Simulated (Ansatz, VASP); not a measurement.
## WF2 in VASP and in Ansatz

File POSCAR:

```
WF2
1.0
    0.0000000000      2.5756485820      2.5756485820
    2.5756485820      0.0000000000      2.5756485820
    2.5756485820      2.5756485820      0.0000000000
W F
1 2
Direct
    0.0000000000      0.0000000000      0.0000000000
    0.2500000000      0.2500000000      0.2500000000
    0.7500000000      0.7500000000      0.7500000000
```

File INCAR.step1:

```
SYSTEM = WF2
ALGO     = Normal         ! electronic algorithm
EDIFF    = 1E-4           ! SCF threshold, eV
ENCUT    = 520            ! plane-wave cutoff, eV
GGA      = PE             ! functional
ISMEAR   = 0              ! smearing method
ISPIN    = 2              ! spin polarisation
LASPH    = .TRUE.         ! aspherical terms in the spheres
LCHARG   = .FALSE.        ! write CHGCAR
LMAXMIX  = 4              ! l up to which the mixer works
LREAL    = .FALSE.        ! projectors in reciprocal space
LWAVE    = .TRUE.         ! write WAVECAR
MAGMOM   = 2.5 0 0        ! initial moments
NBANDS   = 25             ! bands
NELM     = 150            ! most SCF steps
PREC     = Accurate       ! precision mode
SIGMA    = 0.1            ! smearing width, eV
```

Contents of INCAR.step2:

```
SYSTEM = WF2
ALGO     = Normal         ! electronic algorithm
EDIFF    = 1E-6           ! SCF threshold, eV
ENCUT    = 520            ! plane-wave cutoff, eV
ISIF     = 2              ! what is computed and relaxed
ISMEAR   = 0              ! smearing method
ISPIN    = 2              ! spin polarisation
ISTART   = 1            
LASPH    = .TRUE.         ! aspherical terms in the spheres
LCHARG   = .TRUE.         ! write CHGCAR
LELF     = .TRUE.         ! ELF
LMAXMIX  = 4              ! l up to which the mixer works
LMIXTAU  = .TRUE.       
LORBIT   = 11             ! projections on sites
LREAL    = .FALSE.        ! projectors in reciprocal space
LVHAR    = .TRUE.       
LWAVE    = .FALSE.        ! write WAVECAR
MAGMOM   = 2.5 0 0        ! initial moments
METAGGA  = R2SCAN         ! meta-GGA
NBANDS   = 25             ! bands
NELM     = 150            ! most SCF steps
PREC     = Accurate       ! precision mode
SIGMA    = 0.1            ! smearing width, eV
```

Contents of KPOINTS:

```
k-points
0
G
  14 14 14
  0 0 0
```

Input for Ansatz:

```yaml
crystal:
  lattice:
    - [0.0, 2.575648582, 2.575648582]
    - [2.575648582, 0.0, 2.575648582]
    - [2.575648582, 2.575648582, 0.0]
  atoms:
    - { symbol: W, position: [0.0, 0.0, 0.0], spin: 2.5 }
    - { symbol: F, position: [0.25, 0.25, 0.25] }
    - { symbol: F, position: [0.75, 0.75, 0.75] }
basis:
  ecutwfc: 500
kpoints:
  mp_grid: { grid: [14, 14, 14] }
hamiltonian:
  xc: r2scan
scf:
  occupations: { method: gaussian, width: 0.1 }
  lower_state_search: "off"
output:
  forces: true
  stress: true
  eigenvalues: true
  populations: true
magnetization:
  spin_polarized: true
```

Alike in both runs: task single point; functional r2SCAN; k mesh 14 × 14 × 14; occupations gaussian, width 0.1 eV; collinear spin.

|  | VASP | Ansatz |
| --- | --- | --- |
| version | VASP 6.6.1 | Ansatz 0.2.0 |
| potentials or method | VASP PAW PBE potentials, release 64 (W_sv, F), cutoff 520 eV | scalar-relativistic, plane waves, PAW |
| valence electrons in the cell | 28 | 28 |

Ansatz gave:

* gap on the k mesh at the Fermi level (eV): none
* pressure (GPa): 3.8
* net moment per atom (μB): 0.00

Task: What did VASP give for the same quantities?

Result: gap on the k mesh at the Fermi level (eV): none; pressure (GPa): 5.6; net moment per atom (μB): 0.00.

VASP's potentials were made for PBE, not for r2SCAN. A gap of «none» marks a metal or a gap that the smearing closes. Ansatz's warnings: seeded moment not kept, stability check not made.

Neither program's run includes spin-orbit coupling.
